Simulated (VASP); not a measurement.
A run of VASP 6.6.1 is set up as follows.

Contents of INCAR:

```
PREC = Accurate ; ENCUT = 520
EDIFF = 1E-6 ; ISMEAR = 0
SIGMA = 0.1 ; LREAL = F
LASPH = T ; NELM = 60
ALGO = Normal ; ISIF = 2
LWAVE = F ; LCHARG = F
GGA = PE ; NBANDS = 39
```

Contents of KPOINTS:

```
Automatic mesh
0
Gamma
  4 4 4
```

Contents of POSCAR:

```
ScGa3As2
1.0
    4.3087080900      0.0000000000      0.0000000000
    0.0000000000      4.3087080900      0.0000000000
    0.0000000000      0.0000000000      6.7597598200
Sc Ga As
1 3 2
Direct
    0.0000000000      0.0000000000      0.1736591800
    0.5000000000      0.0000000000      0.2044360900
    0.0000000000      0.5000000000      0.2044360900
    0.5000000000      0.5000000000      0.6441708600
    0.5000000000      0.0000000000      0.7582584000
    0.0000000000      0.5000000000      0.7582584000
```

Potentials or basis: VASP PAW PBE potentials, release 64 (Sc_sv, Ga_d, As).

Run with:

```bash
$ cat potpaw_PBE.64/Sc_sv/POTCAR potpaw_PBE.64/Ga_d/POTCAR potpaw_PBE.64/As/POTCAR > POTCAR
$ mpirun -np 1 vasp_std > vasp.out
```

Question: Predict the largest force.

Answer: 3.653 eV/Å.

Question: Estimate the band gap on the k mesh.

Answer: Zero (band 30 reaches 5.19 eV, above the bottom of band 31 at 4.04 eV).

Question: What does it give for the pressure?

Answer: 27.5 GPa.

Forces in eV/Å, atoms in the order of the input:
```
Sc   0.000  0.000 -2.852
Ga   0.000  0.000  0.954
Ga   0.000  0.000  0.954
Ga   0.000  0.000 -3.653
As   0.000  0.000  2.298
As   0.000  0.000  2.298
```

Caveat: the k points lie up to 0.36 Å⁻¹ apart; forces of over 1 eV/Å act on the atoms, so gaps and moduli don't describe the material at rest.
